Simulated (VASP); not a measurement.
# Al2Au (Fm-3m) in VASP: a series of runs

The runs below take Al2Au through single point, with LDA, PBEsol.

All numbers are computed with VASP 6.6.1; they aren't measurements. Logs are shortened: lines on timing, memory, paths and dates and some standing lists are left out, and cuts for length are marked.

### 1 The cell of the first run

It takes space group Fm-3m (No. 225, cubic). Conventional cell: a = 5.955 Å, b = 5.955 Å, c = 5.955 Å, α = 90.00°, β = 90.00°, γ = 90.00°. Within 3.4 Å of Au (site symmetry m-3m) lie 8 Al at 2.58 Å. Within 3.4 Å of Al (site symmetry -43m) lie 4 Au at 2.58 Å and 6 Al at 2.98 Å.

### 2 Single point, LDA

The input, INCAR:

```
SYSTEM = Al2Au
PREC = Accurate
ENCUT = 520
EDIFF = 1E-6
ISMEAR = -1
SIGMA = 0.05
LREAL = .FALSE.
LASPH = .TRUE.
NELM = 100
ALGO = Normal
ISIF = 2
LWAVE = .FALSE.
LCHARG = .FALSE.
NBANDS = 16
```

The input, KPOINTS:

```
regular mesh
0
G
  8 8 8
  0 0 0
```

The input, POSCAR:

```
Al2Au
1.0
    0.0000000000      2.9773490672      2.9773490672
    2.9773490672      0.0000000000      2.9773490672
    2.9773490672      2.9773490672      0.0000000000
Au Al
1 2
Direct
    0.0000000000      0.0000000000      0.0000000000
    0.7500000000      0.7500000000      0.7500000000
    0.2500000000      0.2500000000      0.2500000000
```

Potentials or basis: VASP PAW LDA potentials, release 64 (Au, Al).

Launch:

```bash
> cat potpaw_LDA.64/Au/POTCAR potpaw_LDA.64/Al/POTCAR > POTCAR
> mpirun -np 1 vasp_std > vasp.out
```

OUTCAR:

```text
SYSTEM = Al2Au
   PREC = Accurate
   ENCUT = 520
   EDIFF = 1E-6
   ISMEAR = -1
   LREAL = .FALSE.
   LASPH = .TRUE.
   NELM = 100
   ISIF = 2

 ion  position               nearest neighbor table
   1  0.000  0.000  0.000-   2 2.58   2 2.58   2 2.58   3 2.58   3 2.58   3 2.58   3 2.58   2 2.58

   2  0.750  0.750  0.750-   1 2.58   1 2.58   1 2.58   1 2.58   3 2.98   3 2.98   3 2.98   3 2.98
                             3 2.98   3 2.98
   3  0.250  0.250  0.250-   1 2.58   1 2.58   1 2.58   1 2.58   2 2.98   2 2.98   2 2.98   2 2.98
                             2 2.98   2 2.98

  LATTYP: Found a face centered cubic cell.
 ALAT       =     5.9546981344

  Lattice vectors:

 A1 = (   0.0000000000,   2.9773490672,   2.9773490672)
 A2 = (   2.9773490672,   0.0000000000,   2.9773490672)
 A3 = (   2.9773490672,   2.9773490672,   0.0000000000)

Analysis of symmetry for initial positions (statically):
=====================================================================
 Subroutine PRICEL returns:
 Original cell was already a primitive cell.

 Routine SETGRP: Setting up the symmetry group for a
 face centered cubic supercell.

 Subroutine GETGRP returns: Found 48 space group operations
 (whereof 48 operations were pure point group operations)
 out of a pool of 48 trial point group operations.

The static configuration has the point symmetry O_h .

Analysis of symmetry for dynamics (positions and initial velocities):
=====================================================================
 Subroutine PRICEL returns:
 Original cell was already a primitive cell.

 Routine SETGRP: Setting up the symmetry group for a
 face centered cubic supercell.

 Subroutine GETGRP returns: Found 48 space group operations
 (whereof 48 operations were pure point group operations)
 out of a pool of 48 trial point group operations.

The dynamic configuration has the point symmetry O_h .

 Subroutine INISYM returns: Found 48 space group operations
 (whereof 48 operations are pure point group operations),
 and found     1 'primitive' translations

----------------------------------------------------------------------------------------

                                     Primitive cell

  volume of cell :      52.7861

  direct lattice vectors                    reciprocal lattice vectors
     0.000000000  2.977349067  2.977349067    -0.167934625  0.167934625  0.167934625
     2.977349067  0.000000000  2.977349067     0.167934625 -0.167934625  0.167934625
     2.977349067  2.977349067  0.000000000     0.167934625  0.167934625 -0.167934625

  length of vectors
     4.210607431  4.210607431  4.210607431     0.290871303  0.290871303  0.290871303

  position of ions in fractional coordinates (direct lattice)
     0.000000000  0.000000000  0.000000000
     0.750000000  0.750000000  0.750000000
     0.250000000  0.250000000  0.250000000

  ion indices of the primitive-cell ions
   primitive index   ion index
                 1           1
                 2           2
                 3           3

----------------------------------------------------------------------------------------

 KPOINTS: regular mesh

Automatic generation of k-mesh.
 Grid dimensions read from file:
 generate k-points for:    8    8    8

 Generating k-lattice:

  Cartesian coordinates                     Fractional coordinates (reciprocal lattice)
    -0.020991828  0.020991828  0.020991828     0.125000000  0.000000000  0.000000000
     0.020991828 -0.020991828  0.020991828     0.000000000  0.125000000  0.000000000
     0.020991828  0.020991828 -0.020991828     0.000000000  0.000000000  0.125000000

  Length of vectors
     0.036358913  0.036358913  0.036358913

  Shift w.r.t. Gamma in fractional coordinates (k-lattice)
     0.000000000  0.000000000  0.000000000

 Subroutine IBZKPT returns following result:
 ===========================================

 Found     29 irreducible k-points:

 Following reciprocal coordinates:
            Coordinates               Weight
  0.000000  0.000000  0.000000      1.000000
  0.125000  0.000000  0.000000      8.000000
  0.250000  0.000000  0.000000      8.000000
  0.375000  0.000000  0.000000      8.000000
  0.500000  0.000000  0.000000      4.000000
  0.125000  0.125000  0.000000      6.000000
[... 16 lines left out ...]
  0.500000  0.250000  0.125000     48.000000
 -0.375000  0.250000  0.125000     24.000000
 [... further k-points ...]
   k-points           NKPTS =     29   k-points in BZ     NKDIM =     29   number of bands    NBANDS=     16
   number of dos      NEDOS =    301   number of ions     NIONS =      3
   total plane-waves  NPLWV =  32768
   dimension x,y,z NGX =    32 NGY =   32 NGZ =   32
   dimension x,y,z NGXF=    64 NGYF=   64 NGZF=   64
   ions per type =               1   2
   NGX,Y,Z   is equivalent  to a cutoff of  12.63, 12.63, 12.63 a.u.
   NGXF,Y,Z  is equivalent  to a cutoff of  25.27, 25.27, 25.27 a.u.
 SYSTEM =  Al2Au
   PREC   = accura    normal or accurate (medium, high low for compatibility)
   ISTART =      0    job   : 0-new  1-cont  2-samecut
   ICHARG =      2    charge: 1-file 2-atom 10-const
   ISPIN  =      1    spin polarized calculation?
   LNONCOLLINEAR =      F non collinear calculations
   LSORBIT =      F    spin-orbit coupling
   LASPH  =      T    aspherical Exc in radial PAW
   ENCUT  =  520.0 eV  38.22 Ry    6.18 a.u.   7.83  7.83  7.83*2*pi/ulx,y,z
   NELM   =    100;   NELMIN=  2; NELMDL= -5     # of ELM steps
   EDIFF  = 0.1E-05   stopping-criterion for ELM
   LREAL  =      F    real-space projection
   EDIFFG = 0.1E-04   stopping-criterion for IOM
   NSW    =      0    number of steps for IOM
   IBRION =     -1    ionic relax: 0-MD 1-quasi-New 2-CG
   NFREE  =      0    steps in history (QN), initial steepest desc. (CG)
   ISIF   =      2    stress and relaxation
   ISYM   =      2    0-nonsym 1-usesym 2-fastsym
   POTIM  = 0.5000    time-step for ionic-motion
   TEBEG  =    0.0;   TEEND  =   0.0 temperature during run
   PSTRESS=    0.0 pullay stress
   NELECT =      17.0000    total number of electrons
   NUPDOWN=      -1.0000    fix difference up-down
   EMIN   =  10.00;   EMAX   =-10.00  energy-range for DOS
   EFERMI =   0.00;   METHOD = LEGACY
   ISMEAR =    -1;   SIGMA  =   0.05  broadening in eV -4-tet -1-fermi 0-gaus
   EFERMI_NEDOS =   21; number of points for ismear=-14 and -15
   IALGO  =     38    algorithm
   IMIX   =      4    mixing-type and parameters
     AMIX     =   0.40;   BMIX     =  1.00
     AMIX_MAG =   1.60;   BMIX_MAG =  1.00
  volume/ion in A,a.u.               =      17.60       118.74
  Fermi-wavevector in a.u.,A,eV,Ry     =   1.122151  2.120558 17.132774  1.259223
  Thomas-Fermi vector in A             =   2.258809
   LORBIT       =      0    0 simple, 1 ext, 2 COOP (PROOUT), +10 PAW based schemes
   GGA     = CA    functional components
   LHFCALC =     F    Hartree Fock is set to
   AEXX    =    0.0000 exact exchange contribution
   IVDW    =     0    specifies the selected vdW correction
   LEPSILON=     F    determine dielectric tensor
   LRPA    =     F    only Hartree local field effects (RPA)
 non-spin polarized calculation
  energy-cutoff  :      520.00
  volume of cell :       52.79
 maximum number of plane-waves:      1433
   NGX = 15   NGY = 15   NGZ = 15

 number of electron      17.0000000 magnetization

 Free energy of the ion-electron system (eV)
  ---------------------------------------------------
  ext. energy  EPLUGINS =         0.00000000
  ---------------------------------------------------
  free energy    TOTEN  =       -14.30109105 eV

  energy without entropy =      -14.29294222  energy(sigma->0) =      -14.29701663

 E-fermi :   7.8665     XC(G=0): -10.8150

 val. band max:        7.8626991003   @ k =  -0.1250   0.1250   0.0000
 cond. band min:       7.8936687318   @ k =   0.3750   0.1250   0.0000
 fundamental gap:      0.0309696314
 Fermi energy:         7.8664570967

 k-point     1 :       0.0000    0.0000    0.0000
  band No.  band energies     occupation
      1      -2.8500      2.00000
      2       1.1053      2.00000
      3       1.1053      2.00000
      4       1.1053      2.00000
      5       2.0956      2.00000
      6       2.0956      2.00000
[... 8 lines left out ...]
     15      13.6250      0.00000
     16      13.6250      0.00000

 k-point     2 :       0.1250    0.0000    0.0000
  band No.  band energies     occupation
      1      -2.6424      2.00000
      2       1.0405      2.00000
      3       1.1567      2.00000
      4       1.1567      2.00000
      5       2.0856      2.00000
      6       2.0856      2.00000
[... 8 lines left out ...]
     15      13.2461      0.00000
     16      13.3062      0.00000

 k-point     3 :       0.2500    0.0000    0.0000
  band No.  band energies     occupation
      1      -2.0505      2.00000
      2       0.9183      2.00000
      3       1.2653      2.00000
      4       1.2653      2.00000
      5       2.0930      2.00000
      6       2.0930      2.00000
[... 8 lines left out ...]
     15      14.2485      0.00000
     16      14.4069      0.00000

 k-point     4 :       0.3750    0.0000    0.0000
  band No.  band energies     occupation
      1      -1.2390      2.00000
      2       0.9475      2.00000
      3       1.3373      2.00000
      4       1.3373      2.00000
      5       2.1647      2.00000
      6       2.1647      2.00000
[... 8 lines left out ...]
     15      15.7973      0.00000
     16      15.9969      0.00000
[... 324 lines left out ...]
 k-point    22 :       0.3750    0.2500    0.1250
  band No.  band energies     occupation
      1      -1.5170      2.00000
      2       0.7448      2.00000
      3       1.3859      2.00000
      4       1.4445      2.00000
      5       1.9228      2.00000
      6       2.2412      2.00000
[... 8 lines left out ...]
     15      15.3468      0.00000
     16      16.7912      0.00000

 k-point    23 :       0.5000    0.2500    0.1250
  band No.  band energies     occupation
      1      -0.7029      2.00000
      2       0.7161      2.00000
      3       1.4030      2.00000
      4       1.5646      2.00000
      5       2.0631      2.00000
      6       2.2332      2.00000
[... 8 lines left out ...]
     15      16.4619      0.00000
     16      17.4386      0.00000

 k-point    24 :      -0.3750    0.2500    0.1250
  band No.  band energies     occupation
      1      -0.2529      2.00000
      2       0.8618      2.00000
      3       1.4766      2.00000
      4       1.5936      2.00000
      5       2.0260      2.00000
      6       2.2902      2.00000
[... 8 lines left out ...]
     15      15.6014      0.00000
     16      18.0709      0.00000

 [... further k-points ...]

------------------------ aborting loop because EDIFF is reached ----------------------------------------

  FORCE on cell =-STRESS in cart. coord.  units (eV):
  Direction    XX          YY          ZZ          XY          YZ          ZX
  --------------------------------------------------------------------------------------
  -------------------------------------------------------------------------------------
  Total        0.0571561      0.0571561      0.0571561      0.0000000      0.0000000      0.0000000
  in kB        1.7348169      1.7348169      1.7348169      0.0000000      0.0000000      0.0000000
  external PRESSURE =       1.7348169 kB  Pullay stress =       0.0000000 kB

 VOLUME and BASIS-vectors are now :
 -----------------------------------------------------------------------------
  energy-cutoff  :      520.00
  volume of cell :       52.79
      direct lattice vectors                 reciprocal lattice vectors
     0.000000000  2.977349067  2.977349067    -0.167934625  0.167934625  0.167934625
     2.977349067  0.000000000  2.977349067     0.167934625 -0.167934625  0.167934625
     2.977349067  2.977349067  0.000000000     0.167934625  0.167934625 -0.167934625

 POSITION                                       TOTAL-FORCE (eV/Angst)
 -----------------------------------------------------------------------------------
      0.00000      0.00000      0.00000         0.000000      0.000000      0.000000
      4.46602      4.46602      4.46602        -0.000000     -0.000000     -0.000000
      1.48867      1.48867      1.48867         0.000000      0.000000      0.000000
 -----------------------------------------------------------------------------------
    total drift:                                0.000000     -0.000000      0.000000

  FREE ENERGIE OF THE ION-ELECTRON SYSTEM (eV)
  ---------------------------------------------------
  free  energy   TOTEN  =       -14.3010910476 eV

  energy  without entropy=      -14.2929422223  energy(sigma->0) =      -14.29701663
```

Run time: 19 s. Hardware: 1 thread of AMD EPYC 7R43 (Zen 3), shared host; peak memory 0.13 GiB.

Results:

- Free energy: -14.3011 eV
- Pressure: 0.2 GPa

Caveat: spin-orbit coupling is left out, which moves the levels of the heavy elements.

### 3 Single point, PBEsol

This run uses another cell than the first one, of 18.01 Å³/atom, 1.024 times its volume.

The input, INCAR:

```
SYSTEM = Al2Au
PREC = Accurate ; ENCUT = 520
EDIFF = 1E-6 ; ISMEAR = -1
SIGMA = 0.05 ; LREAL = .False.
LASPH = .True. ; NELM = 60
ALGO = Normal ; ISIF = 2
LWAVE = .False. ; LCHARG = .False.
GGA = PS ; NBANDS = 16
```

The input, KPOINTS:

```
Automatic mesh
0
Gamma
  8 8 8
  0 0 0
```

The input, POSCAR:

```
Al2Au
1.0
    0.0000000000      3.0006506490      3.0006506490
    3.0006506490      0.0000000000      3.0006506490
    3.0006506490      3.0006506490      0.0000000000
Au Al
1 2
Direct
    0.0000000000      0.0000000000      0.0000000000
    0.7500000000      0.7500000000      0.7500000000
    0.2500000000      0.2500000000      0.2500000000
```

Potentials or basis: VASP PAW PBE potentials, release 64 (Au, Al).

Launch:

```bash
> cat potpaw_PBE.64/Au/POTCAR potpaw_PBE.64/Al/POTCAR > POTCAR
> mpirun -np 1 vasp_std > vasp.out
```

It took 24 s on 1 thread of AMD EPYC 7R43 (Zen 3), shared host; peak memory 0.14 GiB.

Results (log left out):

| Item | Value |
| --- | --- |
| Free energy | -13.4874 eV |
| Pressure | -0.2 GPa |

Levels at points of the mesh, in eV from the Fermi level:
| k point | band 6 | band 7 | band 8 | band 9 | band 10 | band 11 | band 12 | band 13 |
| --- | --- | --- | --- | --- | --- | --- | --- | --- |
| (0.00, 0.00, 0.00) | -5.64 | 2.27 | 2.92 | 2.92 | 2.92 | 3.93 | 3.93 | 3.93 |
| (0.50, 0.00, 0.00) | -5.52 | -5.47 | 0.36 | 0.36 | 3.25 | 3.59 | 3.82 | 3.82 |
| (0.50, 0.50, 0.00) | -5.34 | -5.04 | -2.11 | -2.11 | 1.28 | 2.03 | 7.66 | 9.82 |

Caveat: the PAW data sets were made with another functional, which shifts forces and pressure a little; spin-orbit coupling is left out, which moves the levels of the heavy elements.
